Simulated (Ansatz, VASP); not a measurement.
## BAs in VASP and in Ansatz

File INCAR:

```
SYSTEM = BAs
PREC = Accurate
ENCUT = 600
EDIFF = 1E-6
ISMEAR = -1
SIGMA = 0.01
LREAL = .FALSE.
LASPH = .TRUE.
NELM = 100
ALGO = Normal
ISIF = 3
LWAVE = .FALSE.
LCHARG = .FALSE.
GGA = PE
IBRION = 2
NSW = 80
EDIFFG = -0.05
```

The input KPOINTS:

```
Automatic mesh
0
G
  7 7 7
  0 0 0
```

The input POSCAR:

```
BAs
1.0
    0.0000000000      2.3885000000      2.3885000000
    2.3885000000      0.0000000000      2.3885000000
    2.3885000000      2.3885000000      0.0000000000
B As
1 1
Direct
    0.0000000000      0.0000000000      0.0000000000
    0.2500000000      0.2500000000      0.2500000000
```

Input for Ansatz:

```yaml
crystal:
  lattice:
    - [0.0, 2.3885, 2.3885]
    - [2.3885, 0.0, 2.3885]
    - [2.3885, 2.3885, 0.0]
  atoms:
    - { symbol: B, position: [0.0, 0.0, 0.0] }
    - { symbol: As, position: [0.25, 0.25, 0.25] }
basis:
  ecutwfc: 517.016338673772
kpoints:
  mp_grid:
    grid: [7, 7, 7]
hamiltonian:
  xc: pbe
  dispersion: none
scf:
  occupations:
    method: fermi_dirac
    width: 0.01
relax:
  f_tol: 0.05
  cell: {}
```

Alike in both runs: task relaxation of cell and atoms; functional PBE; k mesh 7 × 7 × 7; occupations fermi-dirac, width 0.01 eV; no spin polarisation.

|  | VASP | Ansatz |
| --- | --- | --- |
| version | VASP 6.6.1 | Ansatz 0.2.0 |
| potentials or method | VASP PAW PBE potentials, release 64 (B, As), cutoff 600 eV | plane waves, PAW |
| valence electrons in the cell | 8 | 18 |

Ansatz gave:

| Property | Result |
| --- | --- |
| relaxed volume (Å³/atom) | 13.90 |
| relaxed cell length with the largest relative difference (Å) | 3.400 |

Question: Estimate VASP's values.

Answer: Relaxed volume (Å³/atom): 13.97; relaxed cell length with the largest relative difference (Å): 3.406.

VASP's potentials hold 8 valence electrons a cell and Ansatz's 18, so a difference there can come from the potentials and not from the codes.
